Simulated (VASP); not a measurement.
# Cs (P6/mmm) in VASP: further runs

Runs on Cs. Level: PBE. Tasks: single point.

Program: VASP 6.6.1. These are calculated values, not measurements. Logs are shortened: lines on timing, memory, paths and dates and some standing lists are left out, and cuts for length are marked.

### Step 1. The cell of the first run

It takes space group P6/mmm (No. 191, hexagonal). The conventional cell has a = 8.417 Å, b = 8.417 Å, c = 5.057 Å, α = 90.00°, β = 90.00°, γ = 120.00°.

This isn't the form of Cs at room conditions, which is bcc.

### Step 2. Single point, PBE (103.42 Å³/atom)

Input file INCAR:

```
PREC = Accurate ; ENCUT = 520
EDIFF = 1E-7 ; ISMEAR = -1
SIGMA = 0.1 ; LREAL = F
LASPH = T ; NELM = 100
ALGO = Normal ; ISIF = 2
LWAVE = F ; LCHARG = T
GGA = PE ; LELF = T
LVHAR = T ; NBANDS = 20
```

Input file KPOINTS:

```
regular mesh
0
Gamma
  6 6 8
```

Input file POSCAR:

```
Cs
1.0
    8.4169129181      0.0000000000      0.0000000000
   -4.2084564591      7.2892604085      0.0000000000
    0.0000000000      0.0000000000      5.0567754664
Cs
3
Direct
    1.0000000000      1.0000000000      0.0000000000
    0.3333333333      0.6666666667      0.5000000000
    0.6666666667      0.3333333333      0.5000000000
```

Potentials or basis: VASP PAW PBE potentials, release 64 (Cs_sv).

Started as:

```console
$ cat potpaw_PBE.64/Cs_sv/POTCAR > POTCAR
$ mpirun -np 1 vasp_std > vasp.out
```

OUTCAR:

```text
PREC = Accurate
   ENCUT = 520
   EDIFF = 1E-7
   ISMEAR = -1
   LREAL = F
   LASPH = T
   NELM = 100
   ISIF = 2
   GGA = PE

 ion  position               nearest neighbor table
   1  0.000  0.000  0.000-
   2  0.333  0.667  0.500-
   3  0.667  0.333  0.500-

  LATTYP: Found a hexagonal cell.
 ALAT       =     8.4169129181
 C/A-ratio  =     0.6007874283

  Lattice vectors:

 A1 = (   8.4169129181,   0.0000000000,   0.0000000000)
 A2 = (  -4.2084564591,   7.2892604085,   0.0000000000)
 A3 = (   0.0000000000,   0.0000000000,   5.0567754664)

Analysis of symmetry for initial positions (statically):
=====================================================================
 Subroutine PRICEL returns:
 Original cell was already a primitive cell.

 Routine SETGRP: Setting up the symmetry group for a
 hexagonal supercell.

 Subroutine GETGRP returns: Found 24 space group operations
 (whereof 24 operations were pure point group operations)
 out of a pool of 24 trial point group operations.

The static configuration has the point symmetry D_6h.

Analysis of symmetry for dynamics (positions and initial velocities):
=====================================================================
 Subroutine PRICEL returns:
 Original cell was already a primitive cell.

 Routine SETGRP: Setting up the symmetry group for a
 hexagonal supercell.

 Subroutine GETGRP returns: Found 24 space group operations
 (whereof 24 operations were pure point group operations)
 out of a pool of 24 trial point group operations.

The dynamic configuration has the point symmetry D_6h.

 Subroutine INISYM returns: Found 24 space group operations
 (whereof 24 operations are pure point group operations),
 and found     1 'primitive' translations

----------------------------------------------------------------------------------------

                                     Primitive cell

  volume of cell :     310.2487

  direct lattice vectors                    reciprocal lattice vectors
     8.416912918  0.000000000  0.000000000     0.118808405  0.068594065  0.000000000
    -4.208456459  7.289260408  0.000000000     0.000000000  0.137188129  0.000000000
     0.000000000  0.000000000  5.056775466     0.000000000  0.000000000  0.197754479

  length of vectors
     8.416912918  8.416912918  5.056775466     0.137188129  0.137188129  0.197754479

  position of ions in fractional coordinates (direct lattice)
     0.000000000  0.000000000  0.000000000
     0.333333333  0.666666667  0.500000000
     0.666666667  0.333333333  0.500000000

  ion indices of the primitive-cell ions
   primitive index   ion index
                 1           1
                 2           2
                 3           3

----------------------------------------------------------------------------------------

 KPOINTS: regular mesh

Automatic generation of k-mesh.
 Grid dimensions read from file:
 generate k-points for:    6    6    8

 Generating k-lattice:

  Cartesian coordinates                     Fractional coordinates (reciprocal lattice)
     0.019801401  0.011432344  0.000000000     0.166666667  0.000000000  0.000000000
     0.000000000  0.022864688  0.000000000     0.000000000  0.166666667  0.000000000
     0.000000000  0.000000000  0.024719310     0.000000000  0.000000000  0.125000000

  Length of vectors
     0.022864688  0.022864688  0.024719310

  Shift w.r.t. Gamma in fractional coordinates (k-lattice)
     0.000000000  0.000000000  0.000000000

 Subroutine IBZKPT returns following result:
 ===========================================

 Found     35 irreducible k-points:

 Following reciprocal coordinates:
            Coordinates               Weight
  0.000000  0.000000  0.000000      1.000000
  0.166667 -0.000000  0.000000      6.000000
  0.333333 -0.000000  0.000000      6.000000
  0.500000 -0.000000  0.000000      3.000000
  0.166667  0.166667  0.000000      6.000000
  0.333333  0.166667  0.000000     12.000000
[... 16 lines left out ...]
  0.166667 -0.000000  0.375000     12.000000
  0.333333 -0.000000  0.375000     12.000000
 [... further k-points ...]
   k-points           NKPTS =     35   k-points in BZ     NKDIM =     35   number of bands    NBANDS=     20
   number of dos      NEDOS =    301   number of ions     NIONS =      3
   total plane-waves  NPLWV = 163840
   dimension x,y,z NGX =    64 NGY =   64 NGZ =   40
   dimension x,y,z NGXF=   128 NGYF=  128 NGZF=   80
   ions per type =               3
   NGX,Y,Z   is equivalent  to a cutoff of  12.64, 12.64, 13.15 a.u.
   NGXF,Y,Z  is equivalent  to a cutoff of  25.28, 25.28, 26.30 a.u.
 SYSTEM =  unknown system
   PREC   = accura    normal or accurate (medium, high low for compatibility)
   ISTART =      0    job   : 0-new  1-cont  2-samecut
   ICHARG =      2    charge: 1-file 2-atom 10-const
   ISPIN  =      1    spin polarized calculation?
   LNONCOLLINEAR =      F non collinear calculations
   LSORBIT =      F    spin-orbit coupling
   LASPH  =      T    aspherical Exc in radial PAW
   ENCUT  =  520.0 eV  38.22 Ry    6.18 a.u.  15.65 15.65  9.40*2*pi/ulx,y,z
   NELM   =    100;   NELMIN=  2; NELMDL= -5     # of ELM steps
   EDIFF  = 0.1E-06   stopping-criterion for ELM
   LREAL  =      F    real-space projection
   EDIFFG = 0.1E-05   stopping-criterion for IOM
   NSW    =      0    number of steps for IOM
   IBRION =     -1    ionic relax: 0-MD 1-quasi-New 2-CG
   NFREE  =      0    steps in history (QN), initial steepest desc. (CG)
   ISIF   =      2    stress and relaxation
   ISYM   =      2    0-nonsym 1-usesym 2-fastsym
   POTIM  = 0.5000    time-step for ionic-motion
   TEBEG  =    0.0;   TEEND  =   0.0 temperature during run
   PSTRESS=    0.0 pullay stress
   NELECT =      27.0000    total number of electrons
   NUPDOWN=      -1.0000    fix difference up-down
   EMIN   =  10.00;   EMAX   =-10.00  energy-range for DOS
   EFERMI =   0.00;   METHOD = LEGACY
   ISMEAR =    -1;   SIGMA  =   0.10  broadening in eV -4-tet -1-fermi 0-gaus
   EFERMI_NEDOS =   21; number of points for ismear=-14 and -15
   IALGO  =     38    algorithm
   IMIX   =      4    mixing-type and parameters
     AMIX     =   0.40;   BMIX     =  1.00
     AMIX_MAG =   1.60;   BMIX_MAG =  1.00
  volume/ion in A,a.u.               =     103.42       697.89
  Fermi-wavevector in a.u.,A,eV,Ry     =   0.725481  1.370960  7.161057  0.526323
  Thomas-Fermi vector in A             =   1.816214
   LORBIT       =      0    0 simple, 1 ext, 2 COOP (PROOUT), +10 PAW based schemes
   GGA     = PE    functional components
   LHFCALC =     F    Hartree Fock is set to
   AEXX    =    0.0000 exact exchange contribution
   IVDW    =     0    specifies the selected vdW correction
   LEPSILON=     F    determine dielectric tensor
   LRPA    =     F    only Hartree local field effects (RPA)
 non-spin polarized calculation
  energy-cutoff  :      520.00
  volume of cell :      310.25
 maximum number of plane-waves:      8407
 NGX is ok and might be reduce to    64
   NGX = 31   NGY = 31   NGZ = 19

 number of electron      27.0000002 magnetization

 Free energy of the ion-electron system (eV)
  ---------------------------------------------------
  ext. energy  EPLUGINS =         0.00000000
  ---------------------------------------------------
  free energy    TOTEN  =        -2.55209080 eV

  energy without entropy =       -2.42764836  energy(sigma->0) =       -2.48986958

 E-fermi :   0.7335     XC(G=0):  -5.6796

 val. band max:        0.7172216521   @ k =   0.5000  -0.0000   0.0000
 cond. band min:       0.7344235614   @ k =   0.1667   0.1667   0.5000
 fundamental gap:      0.0172019092
 Fermi energy:         0.7334613373

 k-point     1 :       0.0000    0.0000    0.0000
  band No.  band energies     occupation
      1     -23.1150      2.00000
      2     -23.1001      2.00000
      3     -22.9992      2.00000
      4     -10.0046      2.00000
      5     -10.0046      2.00000
      6      -9.8937      2.00000
[... 12 lines left out ...]
     19       1.8188      0.00004
     20       3.0023      0.00000

 k-point     2 :       0.1667   -0.0000    0.0000
  band No.  band energies     occupation
      1     -23.1141      2.00000
      2     -23.1010      2.00000
      3     -22.9993      2.00000
      4     -10.0129      2.00000
      5     -10.0025      2.00000
      6      -9.8845      2.00000
[... 12 lines left out ...]
     19       2.2750      0.00000
     20       3.0238      0.00000

 k-point     3 :       0.3333   -0.0000    0.0000
  band No.  band energies     occupation
      1     -23.1118      2.00000
      2     -23.1033      2.00000
      3     -22.9993      2.00000
      4     -10.0265      2.00000
      5      -9.9881      2.00000
      6      -9.8865      2.00000
[... 12 lines left out ...]
     19       2.5519      0.00000
     20       2.7916      0.00000

 k-point     4 :       0.5000   -0.0000    0.0000
  band No.  band energies     occupation
      1     -23.1100      2.00000
      2     -23.1051      2.00000
      3     -22.9994      2.00000
      4     -10.0324      2.00000
      5      -9.9709      2.00000
      6      -9.9060      2.00000
[... 12 lines left out ...]
     19       2.4152      0.00000
     20       2.4277      0.00000

 k-point     5 :       0.1667    0.1667    0.0000
  band No.  band energies     occupation
      1     -23.1125      2.00000
      2     -23.1026      2.00000
      3     -22.9993      2.00000
      4     -10.0206      2.00000
      5      -9.9961      2.00000
      6      -9.8842      2.00000
[... 12 lines left out ...]
     19       2.5219      0.00000
     20       2.8955      0.00000
[... 353 lines left out ...]
      6      -9.9387      2.00000
[... 12 lines left out ...]
     19       2.3368      0.00000
     20       2.3368      0.00000

 k-point    22 :       0.0000    0.0000    0.3750
  band No.  band energies     occupation
      1     -23.1099      2.00000
      2     -23.0953      2.00000
      3     -22.9943      2.00000
      4      -9.9910      2.00000
      5      -9.9885      2.00000
      6      -9.9885      2.00000
[... 12 lines left out ...]
     19       2.8011      0.00000
     20       2.8011      0.00000

 k-point    23 :       0.1667   -0.0000    0.3750
  band No.  band energies     occupation
      1     -23.1090      2.00000
      2     -23.0961      2.00000
      3     -22.9943      2.00000
      4      -9.9924      2.00000
      5      -9.9909      2.00000
      6      -9.9829      2.00000
[... 12 lines left out ...]
     19       2.6691      0.00000
     20       2.7848      0.00000

 k-point    24 :       0.3333   -0.0000    0.3750
  band No.  band energies     occupation
      1     -23.1068      2.00000
      2     -23.0984      2.00000
      3     -22.9943      2.00000
      4      -9.9995      2.00000
      5      -9.9889      2.00000
      6      -9.9745      2.00000
[... 12 lines left out ...]
     19       2.2520      0.00000
     20       2.7404      0.00000

 [... further k-points ...]
[... 5 lines left out ...]
  --------------------------------------------------------------------------------------
  -------------------------------------------------------------------------------------
  Total        0.5993501      0.5993501      0.5406430     -0.0000000      0.0000000      0.0000000
  in kB        3.0951462      3.0951462      2.7919730     -0.0000000      0.0000000      0.0000000
  external PRESSURE =       2.9940885 kB  Pullay stress =       0.0000000 kB

 VOLUME and BASIS-vectors are now :
 -----------------------------------------------------------------------------
  energy-cutoff  :      520.00
  volume of cell :      310.25
      direct lattice vectors                 reciprocal lattice vectors
     8.416912918  0.000000000  0.000000000     0.118808405  0.068594065  0.000000000
    -4.208456459  7.289260408  0.000000000     0.000000000  0.137188129  0.000000000
     0.000000000  0.000000000  5.056775466     0.000000000  0.000000000  0.197754479

 POSITION                                       TOTAL-FORCE (eV/Angst)
 -----------------------------------------------------------------------------------
      0.00000      0.00000      0.00000        -0.000000      0.000000     -0.000000
     -0.00000      4.85951      2.52839         0.000000     -0.000000     -0.000000
      4.20846      2.42975      2.52839        -0.000000      0.000000      0.000000
 -----------------------------------------------------------------------------------
    total drift:                                0.000000     -0.000000      0.000000

  FREE ENERGIE OF THE ION-ELECTRON SYSTEM (eV)
  ---------------------------------------------------
  free  energy   TOTEN  =        -2.5520908015 eV

  energy  without entropy=       -2.4276483634  energy(sigma->0) =       -2.48986958
```

Run time: 1.8 min. Hardware: 1 thread of AMD EPYC 9R45 (Zen 5), shared host; peak memory 0.45 GiB.

What came out:

```
Free energy            : -2.5521 eV
Pressure               : 0.3 GPa
Band gap on the k mesh : zero (an odd number of electrons rules out a gap without spin polarisation)
```

Levels at points of the mesh, in eV from the Fermi level:
```
           k point  band 11  band 12  band 13  band 14  band 15  band 16
(0.00, 0.00, 0.00)   -10.52   -10.48    -1.78     0.66     0.92     0.92
(0.50, 0.00, 0.00)   -10.53   -10.48    -0.86    -0.86    -0.02     0.97
(0.00, 0.00, 0.50)   -10.53   -10.53    -0.18     0.08     0.66     0.66
(0.50, 0.00, 0.50)   -10.53   -10.52     0.12     0.18     0.70     0.74
```

Caveat: spin-orbit coupling is left out, which moves the levels of the heavy elements.

(Part 1 of 2 ends here.)
